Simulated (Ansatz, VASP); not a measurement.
**KF in VASP and in Ansatz**

Contents of INCAR:

```
ALGO     = Normal         # electronic algorithm
EDIFF    = 1E-6           # SCF threshold, eV
ENCUT    = 520            # plane-wave cutoff, eV
GGA      = PE             # functional
ISIF     = 2              # what is computed and relaxed
ISMEAR   = 0              # smearing method
LASPH    = True           # aspherical terms in the spheres
LCHARG   = False          # write CHGCAR
LREAL    = False          # projectors in reciprocal space
LWAVE    = False          # write WAVECAR
NBANDS   = 15             # bands
NELM     = 80             # most SCF steps
PREC     = Accurate       # precision mode
SIGMA    = 0.05           # smearing width, eV
```

Contents of KPOINTS:

```
k-points
0
Gamma
  8 8 8
```

File POSCAR:

```
KF
1.0
   -0.0586252957      2.7242210196      2.7242210196
    2.7242210196     -0.0586252957      2.7242210196
    2.7242210196      2.7242210196     -0.0586252957
K F
1 1
Direct
    0.0000000000      0.0000000000      0.0000000000
    0.5000000000      0.5000000000      0.5000000000
```

Input for Ansatz:

```yaml
crystal:
  lattice:
    - [-0.0586252957, 2.7242210196, 2.7242210196]
    - [2.7242210196, -0.0586252957, 2.7242210196]
    - [2.7242210196, 2.7242210196, -0.0586252957]
  atoms:
    - { symbol: K, position: [0.0, 0.0, 0.0] }
    - { symbol: F, position: [0.5, 0.5, 0.5] }
basis:
  ecutwfc: 520.0
kpoints:
  mp_grid: { grid: [8, 8, 8] }
hamiltonian:
  xc: pbe
scf:
  occupations: { method: gaussian, width: 0.05 }
output:
  forces: true
  stress: true
  eigenvalues: true
```

Alike in both runs: task single point; functional PBE; k mesh 8 × 8 × 8; occupations gaussian, width 0.05 eV; no spin polarisation.

```csv
,VASP,Ansatz
version,VASP 6.6.1,Ansatz 0.2.0
potentials or method,"VASP PAW PBE potentials, release 64 (K_sv, F), cutoff 520 eV","scalar-relativistic, plane waves, PAW"
valence electrons in the cell,16,16
```

Ansatz gave:

```
gap on the k mesh at the Fermi level (eV)                     : 5.71
least direct gap on the mesh (eV)                             : 5.71
pressure (GPa)                                                : -1.2
traceless stress, the component that is largest in VASP (GPa) : 0.28
```

Estimate VASP's values.

gap on the k mesh at the Fermi level (eV): 5.69; least direct gap on the mesh (eV): 5.69; pressure (GPa): -1.2; traceless stress, the component that is largest in VASP (GPa): 0.28.

With one functional, cell and mesh, what is left measures potentials, basis and numerics.
